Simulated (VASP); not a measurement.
Set up this calculation in VASP 6.6.1, as the native input.

```yaml
Task: single point
Functional: PBEsol
Potentials_or_basis: VASP PAW PBE potentials, release 64 (Si, O, Zr_sv)
Cutoff: 520 eV
k_mesh: 6 × 4 × 4
Occupations: fermi-dirac, width 0.02 eV
Spin: no spin polarisation
Dipole_correction: no
Further_INCAR_settings: ALGO = Normal; EDIFF = 1e-06; NBANDS = 48
```

The structure of ZrSi3O8 lies in POSCAR:

```
ZrSi3O8
1.0
    3.5172992925      0.0000000000      0.0000000000
    0.0000000000      5.7757234847      0.0000000000
    0.0000000000      0.0000000000      5.7351665059
Si O Zr
3 8 1
Direct
    0.0000000000      0.0000000000      0.0838693374
    0.5000000000      0.2466713576      0.4386113763
    0.5000000000      0.7533286424      0.4386113763
    0.5000000000      0.0000000000      0.5894624464
    0.5000000000      0.0000000000      0.1674929704
    0.0000000000      0.2330128918      0.3400185780
    0.0000000000      0.2052215392      0.8835549889
    0.5000000000      0.5000000000      0.6083598704
    0.5000000000      0.5000000000      0.2022045806
    0.0000000000      0.7669871082      0.3400185780
    0.0000000000      0.7947784608      0.8835549889
    0.0000000000      0.5000000000      0.0242409085
```

These files were run (other wordings do the same):

INCAR

```
SYSTEM = ZrSi3O8
PREC = Accurate
ENCUT = 520
EDIFF = 1E-6
ISMEAR = -1
SIGMA = 0.02
LREAL = .False.
LASPH = .True.
NELM = 100
ALGO = Normal
ISIF = 2
LWAVE = .False.
LCHARG = .False.
GGA = PS
NBANDS = 48
```

KPOINTS

```
regular mesh
0
Gamma
  6 4 4
  0 0 0
```

Potentials or basis: VASP PAW PBE potentials, release 64 (Si, O, Zr_sv).

Launch:

```console
$ cat potpaw_PBE.64/Si/POTCAR potpaw_PBE.64/O/POTCAR potpaw_PBE.64/Zr_sv/POTCAR > POTCAR
$ mpirun -np 1 vasp_std > vasp.out
```

It gave:

| Quantity | Value |
| --- | --- |
| Pressure | 0.8 GPa |
| Largest force | 0.114 eV/Å |
| Band gap on the k mesh | 3.62 eV |

Caveat: the PAW data sets were made with another functional, which shifts forces and pressure a little.

Wall time 4.6 min on 1 thread of AMD EPYC 7R43 64-Core Processor (Zen 3), with other jobs on the host, peak memory 0.29 GiB.
